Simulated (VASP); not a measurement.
# MoW4 (I4/m) in VASP: relaxation of shape and atoms at fixed volume with PBE

Aim: the relaxation of shape and atoms at fixed volume of MoW4 with PBE.

All numbers are computed with VASP 6.6.1; they aren't measurements. Logs are shortened: lines on timing, memory, paths and dates and some standing lists are left out, and cuts for length are marked.

## (1) The cell of the first run

It takes space group I4/m (No. 87, tetragonal). Conventional cell: a = 7.175 Å, b = 7.175 Å, c = 3.215 Å, α = 90.00°, β = 90.00°, γ = 90.00°. Within 3.7 Å of Mo (site symmetry 4/m) lie 12 W at 2.78 to 3.21 Å and 2 Mo at 3.21 Å. W (site symmetry m) has 3 Mo at 2.78 to 3.21 Å and 11 W at 2.78 to 3.21 Å within 3.7 Å.

## (2) Relaxation of shape and atoms at fixed volume, PBE (16.55 Å³/atom)

INCAR

```
ALGO = Fast
EDIFF = 1E-7
EDIFFG = -0.01
ENCUT = 600
GGA = PE
IBRION = 2
ISIF = 4
ISMEAR = 0
LASPH = T
LCHARG = F
LREAL = F
LWAVE = F
NELM = 80
NSW = 50
PREC = Accurate
SIGMA = 0.1
```

KPOINTS

```
k-points
0
Gamma
  10 10 10
```

POSCAR

```
MoW4
1.0
   -3.5874538708      3.5874538708      1.6073659169
    3.5874538708     -3.5874538708      1.6073659169
    3.5874538708      3.5874538708     -1.6073659169
Mo W
1 4
Direct
    0.0000000000      0.0000000000      0.0000000000
    0.2001649198      0.5998270594      0.7999919792
    0.4001729406      0.2001649198      0.6003378604
    0.5998270594      0.7998350802      0.3996621396
    0.7998350802      0.4001729406      0.2000080208
```

Potentials or basis: VASP PAW PBE potentials, release 64 (Mo_sv, W_sv).

Launch:

```
$ cat potpaw_PBE.64/Mo_sv/POTCAR potpaw_PBE.64/W_sv/POTCAR > POTCAR
$ mpirun -np 1 vasp_std > vasp.out
```

OUTCAR:

```text
EDIFF = 1E-7
   EDIFFG = -0.01
   ENCUT = 600
   GGA = PE
   IBRION = 2
   ISIF = 4
   ISMEAR = 0
   LASPH = T
   LREAL = F
   NELM = 80
   NSW = 50
   PREC = Accurate

 ion  position               nearest neighbor table
   1  0.000  0.000  0.000-   4 2.78   5 2.78   2 2.78   3 2.78   4 2.78   5 2.78   2 2.78   3 2.78
                             4 3.21   3 3.21   2 3.21   5 3.21
   2  0.200  0.600  0.800-   1 2.78   1 2.78   3 2.78   4 2.78   3 2.78   4 2.78   5 2.78   5 2.78
                             3 3.21   4 3.21   5 3.21   1 3.21
   3  0.400  0.200  0.600-   1 2.78   1 2.78   2 2.78   5 2.78   2 2.78   5 2.78   4 2.78   4 2.78
                             5 3.21   2 3.21   4 3.21   1 3.21
   4  0.600  0.800  0.400-   1 2.78   1 2.78   5 2.78   2 2.78   5 2.78   2 2.78   3 2.78   3 2.78
                             2 3.21   5 3.21   3 3.21   1 3.21
   5  0.800  0.400  0.200-   1 2.78   1 2.78   4 2.78   3 2.78   4 2.78   3 2.78   2 2.78   2 2.78
                             3 3.21   4 3.21   2 3.21   1 3.21

  LATTYP: Found a body centered tetragonal cell.
 ALAT       =     7.1749077416
 C/A-ratio  =     0.4480520098

  Lattice vectors:

 A1 = (  -3.5874538708,   3.5874538708,   1.6073659169)
 A2 = (   3.5874538708,  -3.5874538708,   1.6073659169)
 A3 = (   3.5874538708,   3.5874538708,  -1.6073659169)

Analysis of symmetry for initial positions (statically):
=====================================================================
 Subroutine PRICEL returns:
 Original cell was already a primitive cell.

 Routine SETGRP: Setting up the symmetry group for a
 body centered tetragonal supercell.

 Subroutine GETGRP returns: Found  8 space group operations
 (whereof  8 operations were pure point group operations)
 out of a pool of 16 trial point group operations.

The static configuration has the point symmetry C_4h.

Analysis of symmetry for dynamics (positions and initial velocities):
=====================================================================
 Subroutine PRICEL returns:
 Original cell was already a primitive cell.

 Routine SETGRP: Setting up the symmetry group for a
 body centered tetragonal supercell.

 Subroutine GETGRP returns: Found  8 space group operations
 (whereof  8 operations were pure point group operations)
 out of a pool of 16 trial point group operations.

The dynamic configuration has the point symmetry C_4h.

 Subroutine INISYM returns: Found  8 space group operations
 (whereof  8 operations are pure point group operations),
 and found     1 'primitive' translations

----------------------------------------------------------------------------------------

                                     Primitive cell

  volume of cell :      82.7461

  direct lattice vectors                    reciprocal lattice vectors
    -3.587453871  3.587453871  1.607365917     0.000000000  0.139374614  0.311067937
     3.587453871 -3.587453871  1.607365917     0.139374614  0.000000000  0.311067937
     3.587453871  3.587453871 -1.607365917     0.139374614  0.139374614  0.000000000

  length of vectors
     5.321961644  5.321961644  5.321961644     0.340864408  0.340864408  0.197105470

  position of ions in fractional coordinates (direct lattice)
     0.000000000  0.000000000  0.000000000
     0.200164920  0.599827059  0.799991979
     0.400172941  0.200164920  0.600337860
     0.599827059  0.799835080  0.399662140
     0.799835080  0.400172941  0.200008021

  ion indices of the primitive-cell ions
   primitive index   ion index
                 1           1
                 2           2
                 3           3
                 4           4
                 5           5

----------------------------------------------------------------------------------------

 KPOINTS: k-points

Automatic generation of k-mesh.
 Grid dimensions read from file:
 generate k-points for:   10   10   10

 Generating k-lattice:
[... 77 lines left out ...]
   ISMEAR =     0;   SIGMA  =   0.10  broadening in eV -4-tet -1-fermi 0-gaus
   EFERMI_NEDOS =   21; number of points for ismear=-14 and -15
   IALGO  =     68    algorithm
   IMIX   =      4    mixing-type and parameters
     AMIX     =   0.40;   BMIX     =  1.00
     AMIX_MAG =   1.60;   BMIX_MAG =  1.00
  volume/ion in A,a.u.               =      16.55       111.68
  Fermi-wavevector in a.u.,A,eV,Ry     =   1.548312  2.925885 32.616824  2.397269
  Thomas-Fermi vector in A             =   2.653280
   LORBIT       =      0    0 simple, 1 ext, 2 COOP (PROOUT), +10 PAW based schemes
   GGA     = PE    functional components
   LHFCALC =     F    Hartree Fock is set to
   AEXX    =    0.0000 exact exchange contribution
   IVDW    =     0    specifies the selected vdW correction
   LEPSILON=     F    determine dielectric tensor
   LRPA    =     F    only Hartree local field effects (RPA)
 conjugate gradient relaxation of ions
 non-spin polarized calculation
 RMM-DIIS sequential band-by-band and
 Gauss-broadening in eV      SIGMA  =   0.10
  energy-cutoff  :      600.00
  volume of cell :       82.75
 maximum number of plane-waves:      2826
 NGX is ok and might be reduce to    48
   NGX = 21   NGY = 21   NGZ = 21

--------------------------------------- Ionic step        1  -------------------------------------------

 number of electron      70.0000001 magnetization

 Free energy of the ion-electron system (eV)
  ---------------------------------------------------
  ext. energy  EPLUGINS =         0.00000000
  ---------------------------------------------------
  free energy    TOTEN  =       -62.71705850 eV

  energy without entropy =      -62.70463427  energy(sigma->0) =      -62.71084638

------------------------ aborting loop because EDIFF is reached ----------------------------------------

  FORCE on cell =-STRESS in cart. coord.  units (eV):
  Direction    XX          YY          ZZ          XY          YZ          ZX
  --------------------------------------------------------------------------------------
  -------------------------------------------------------------------------------------
  Total       -4.0188477     -4.0188477     -3.9961650     -0.0000000     -0.0000000      0.0000000
  in kB      -77.8152522    -77.8152522    -77.3760572     -0.0000007     -0.0000000      0.0000000
  external PRESSURE =     -77.6688539 kB  Pullay stress =       0.0000000 kB

 VOLUME and BASIS-vectors are now :
 -----------------------------------------------------------------------------
  energy-cutoff  :      600.00
  volume of cell :       82.75
      direct lattice vectors                 reciprocal lattice vectors
    -3.587453871  3.587453871  1.607365917     0.000000000  0.139374614  0.311067937
     3.587453871 -3.587453871  1.607365917     0.139374614  0.000000000  0.311067937
     3.587453871  3.587453871 -1.607365917     0.139374614  0.139374614  0.000000000

 POSITION                                       TOTAL-FORCE (eV/Angst)
 -----------------------------------------------------------------------------------
      0.00000      0.00000      0.00000        -0.000000      0.000000     -0.000000
      4.30370      1.43616      0.00000         0.005095     -0.019111     -0.000000
      1.43616      2.87120      0.00000        -0.019111     -0.005095      0.000000
      2.15129      0.71625      1.60737         0.019111      0.005095     -0.000000
     -0.71625      2.15129      1.60737        -0.005095      0.019111      0.000000
 -----------------------------------------------------------------------------------
    total drift:                               -0.000000      0.000000     -0.000000

  FREE ENERGIE OF THE ION-ELECTRON SYSTEM (eV)
  ---------------------------------------------------
  free  energy   TOTEN  =       -62.7170584990 eV

  energy  without entropy=      -62.7046342701  energy(sigma->0) =      -62.71084638

--------------------------------------- Ionic step        2  -------------------------------------------

 number of electron      70.0000001 magnetization

 Free energy of the ion-electron system (eV)
  ---------------------------------------------------
  ext. energy  EPLUGINS =         0.00000000
  ---------------------------------------------------
  free energy    TOTEN  =       -62.71709343 eV

  energy without entropy =      -62.70465452  energy(sigma->0) =      -62.71087397

 E-fermi :  11.0013     XC(G=0): -13.3348

 val. band max:       11.0000347504   @ k =  -0.4000   0.3000   0.0000
 cond. band min:      11.0070441246   @ k =  -0.1000  -0.4000   0.1000
 fundamental gap:      0.0070093742
 Fermi energy:        11.0012691289

 k-point     1 :       0.0000    0.0000    0.0000
  band No.  band energies     occupation
      1     -63.2276      2.00000
      2     -63.1240      2.00000
      3     -63.1240      2.00000
      4     -63.1235      2.00000
      5     -50.0722      2.00000
      6     -27.7850      2.00000
[... 1069 lines left out ...]
     41      13.6251      0.00000
     42      13.8209      0.00000

 [... further k-points ...]

------------------------ aborting loop because EDIFF is reached ----------------------------------------

  FORCE on cell =-STRESS in cart. coord.  units (eV):
  Direction    XX          YY          ZZ          XY          YZ          ZX
  --------------------------------------------------------------------------------------
  -------------------------------------------------------------------------------------
  Total       -4.0022194     -4.0022194     -4.0157473     -0.0000000     -0.0000000      0.0000000
  in kB      -77.4932862    -77.4932862    -77.7552205     -0.0000005     -0.0000000      0.0000000
  external PRESSURE =     -77.5805976 kB  Pullay stress =       0.0000000 kB

 VOLUME and BASIS-vectors are now :
 -----------------------------------------------------------------------------
  energy-cutoff  :      600.00
  volume of cell :       82.75
      direct lattice vectors                 reciprocal lattice vectors
    -3.587192181  3.587192179  1.607600445    -0.000000000  0.139384782  0.311022556
     3.587192181 -3.587192179  1.607600445     0.139384782  0.000000000  0.311022556
     3.587192179  3.587192181 -1.607600445     0.139384782  0.139384782  0.000000000

 POSITION                                       TOTAL-FORCE (eV/Angst)
 -----------------------------------------------------------------------------------
      3.58719     -3.58719      1.60760         0.000000      0.000000      0.000000
      4.30364      1.43514      0.00000         0.002758      0.002853     -0.000000
      1.43514      2.87075      0.00000         0.002853     -0.002758      0.000000
      2.15205      0.71644      1.60760        -0.002853      0.002758      0.000000
     -0.71644      2.15205      1.60760        -0.002758     -0.002853      0.000000
 -----------------------------------------------------------------------------------
    total drift:                                0.000000      0.000000      0.000000

  FREE ENERGIE OF THE ION-ELECTRON SYSTEM (eV)
  ---------------------------------------------------
  free  energy   TOTEN  =       -62.7170934279 eV

  energy  without entropy=      -62.7046545203  energy(sigma->0) =      -62.71087397

 reached required accuracy - stopping structural energy minimisation
```

Run time: 46 min. Hardware: 1 thread of Oxide Virtual Turin-like, shared host; peak memory 0.66 GiB.

What came out:

```yaml
Free_energy: -62.7171 eV
Energy_gained_by_relaxing: 0.0 meV/atom
Ionic_steps: 2
Pressure_after_relaxing: -7.8 GPa
Largest_force_after_relaxing: 0.004 eV/Å
Band_gap_on_the_k_mesh: zero (bands 35 and 36 overlap by 2.29 eV)
```

Forces in eV/Å, atoms in the order of the input:
```
Mo   0.000  0.000  0.000
W    0.003  0.003  0.000
W    0.003 -0.003  0.000
W   -0.003  0.003  0.000
W   -0.003 -0.003  0.000
```

Final structure:
```cif
data_structure
_symmetry_space_group_name_H-M 'P 1'
_symmetry_Int_Tables_number 1
_cell_length_a 5.3217
_cell_length_b 5.3217
_cell_length_c 5.3217
_cell_angle_alpha 95.236
_cell_angle_beta 95.236
_cell_angle_gamma 144.834
_cell_volume 82.75
loop_
_atom_site_label
_atom_site_type_symbol
_atom_site_fract_x
_atom_site_fract_y
_atom_site_fract_z
_atom_site_occupancy
Mo1 Mo 0.00000 0.00000 0.00000 1
W1 W 0.20004 0.59986 0.79990 1
W2 W 0.40014 0.20004 0.60018 1
W3 W 0.59986 0.79996 0.39982 1
W4 W 0.79996 0.40014 0.20010 1
```

Caveat: spin-orbit coupling is left out, which moves the levels of the heavy elements.
